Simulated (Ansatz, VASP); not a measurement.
# One calculation of H, two programs

INCAR

```
ALGO = Normal ; EDIFF = 1E-6
ENCUT = 520 ; GGA = PE
ISIF = 2 ; ISMEAR = 0
IVDW = 12 ; LASPH = True
LCHARG = False ; LREAL = False
LWAVE = False ; NBANDS = 6
NELM = 80 ; PREC = Accurate
SIGMA = 0.05
```

Contents of KPOINTS:

```
k-points
0
Gamma
  10 10 26
```

File POSCAR:

```
H
1.0
    2.7158797074      0.0000000000      0.0000000000
    0.0000000000      2.7158797074      0.0000000000
    0.0000000000      0.0000000000      0.9314682740
H
1
Direct
    0.0000000000      0.0000000000      0.5000000000
```

Input for Ansatz:

```yaml
crystal:
  lattice:
    - [2.7158797074, 0.0, 0.0]
    - [0.0, 2.7158797074, 0.0]
    - [0.0, 0.0, 0.931468274]
  atoms:
    - { symbol: H, position: [0.0, 0.0, 0.5] }
basis:
  ecutwfc: 420
kpoints:
  mp_grid: { grid: [10, 10, 26] }
hamiltonian:
  xc: pbe
  dispersion: d3bj
scf:
  occupations: { method: gaussian, width: 0.05 }
output:
  forces: true
  stress: true
  eigenvalues: true
```

Change from the starting cell: strain +0.025 along x and y, -0.050 along z, atoms carried along.

Alike in both runs: task single point; functional PBE; dispersion D3(BJ); k mesh 10 × 10 × 26; occupations gaussian, width 0.05 eV; no spin polarisation.

```csv
,VASP,Ansatz
version,VASP 6.6.1,Ansatz 0.2.0
potentials or method,"VASP PAW PBE potentials, release 64 (H), cutoff 520 eV","scalar-relativistic, plane waves, PAW"
valence electrons in the cell,1,1
```

|  | VASP | Ansatz | Ansatz less VASP |
| --- | --- | --- | --- |
| pressure (GPa) | 9.0 | 9.3 | +0.30 |
| traceless stress, the component that is largest in VASP (GPa) | 18.08 | 18.06 | -0.024 |
